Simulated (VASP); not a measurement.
**GaSb (zinc blende type): single point with HSE06**

Crystal: GaSb (zinc blende type).

```
CELL_PARAMETERS angstrom
0.00000 3.15093 3.15093
3.15093 0.00000 3.15093
3.15093 3.15093 0.00000
ATOMIC_POSITIONS crystal
Ga 0.00000 0.00000 0.00000
Sb 0.25000 0.25000 0.25000
```

| Property | Result |
| --- | --- |
| Program | VASP 6.6.1 |
| Task | single point |
| Functional | HSE06 |
| Potentials or basis | VASP PAW PBE potentials, release 64 (Ga_d, Sb) |
| Cutoff | 520 eV |
| k mesh | 4 × 4 × 4 |
| Occupations | fermi-dirac, width 0.1 eV |
| Spin | no spin polarisation |
| Dipole correction | no |
| Grid for exact exchange (PRECFOCK) | Normal |
| Further INCAR settings | ALGO = Normal; EDIFF = 1e-06; NBANDS = 16 |
| Share of exact exchange | 0.25 |
| Screening parameter | 0.2079 1/Å |

```json
{
 "Pressure": "-3.5 GPa",
 "Band gap on the k mesh": "0.14 eV"
}
```

Levels at points of the mesh, in eV from the valence-band top:
| k point | band 5 | band 6 | band 7 | band 8 | band 9 | band 10 | band 11 | band 12 | band 13 | band 14 |
| --- | --- | --- | --- | --- | --- | --- | --- | --- | --- | --- |
| (0.00, 0.00, 0.00) | -17.52 | -11.92 | 0.00 | 0.00 | 0.00 | 0.14 | 3.48 | 3.48 | 3.48 | 6.55 |
| (0.50, 0.00, 0.00) | -17.52 | -10.35 | -6.45 | -1.10 | -1.10 | 0.86 | 4.46 | 4.46 | 7.32 | 9.82 |
| (0.50, 0.50, 0.00) | -17.52 | -9.56 | -6.97 | -2.47 | -2.47 | 1.57 | 1.98 | 9.28 | 9.28 | 10.46 |

Wall time 16 min on 1 thread of Intel(R) Xeon(R) Platinum 8488C (Sapphire Rapids) (shared host), peak memory 0.32 GiB.

Caveat: the k points lie up to 0.43 Å⁻¹ apart; the PAW data sets were made with another functional, which shifts forces and pressure a little; spin-orbit coupling is left out, which moves the levels of the heavy elements.
